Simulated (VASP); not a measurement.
Here is a VASP 6.6.1 calculation.

File INCAR:

```
PREC     = Accurate       # precision mode
ENCUT    = 520            # plane-wave cutoff, eV
EDIFF    = 1E-7           # SCF threshold, eV
ISMEAR   = 0              # smearing method
SIGMA    = 0.01           # smearing width, eV
LREAL    = False          # projectors in reciprocal space
LASPH    = True           # aspherical terms in the spheres
NELM     = 120            # most SCF steps
ALGO     = Normal         # electronic algorithm
ISIF     = 2              # what is computed and relaxed
LWAVE    = False          # write WAVECAR
LCHARG   = False          # write CHGCAR
GGA      = PS             # functional
IBRION   = 2              # ionic algorithm
NSW      = 60             # ionic steps
EDIFFG   = -0.002         # ionic threshold
GGA_COMPAT= False        
NELMIN   = 4
```

Contents of KPOINTS:

```
regular mesh
0
Gamma
  12 12 12
```

File POSCAR:

```
YN
1.0
   -0.0230152233      2.4296035992      2.4296035992
    2.4296035992     -0.0230152233      2.4296035992
    2.4296035992      2.4296035992     -0.0230152233
Y N
1 1
Direct
    0.0000000000      0.0000000000      0.0000000000
    0.5000000000      0.5000000000      0.5000000000
```

Potentials or basis: VASP PAW PBE potentials, release 64 (Y_sv, N).

The run is started by

```console
$ cat potpaw_PBE.64/Y_sv/POTCAR potpaw_PBE.64/N/POTCAR > POTCAR
$ mpirun -np 1 vasp_std > vasp.out
```

**Question.** Estimate the band gap on the k mesh.

**Answer.** 0.06 eV, indirect (least direct gap 0.46 eV).

Final structure:
```yaml
crystal:
  lattice:
    - [-0.02302, 2.42960, 2.42960]
    - [2.42960, -0.02302, 2.42960]
    - [2.42960, 2.42960, -0.02302]
  atoms:
    - { symbol: Y, position: [0.00000, 0.00000, 0.00000] }
    - { symbol: N, position: [0.50000, 0.50000, 0.50000] }
```

Caveat: the cell differs from its parent crystal (strained cell); the relaxation stopped at its first step, so nothing moved. A k mesh can miss the band edges.
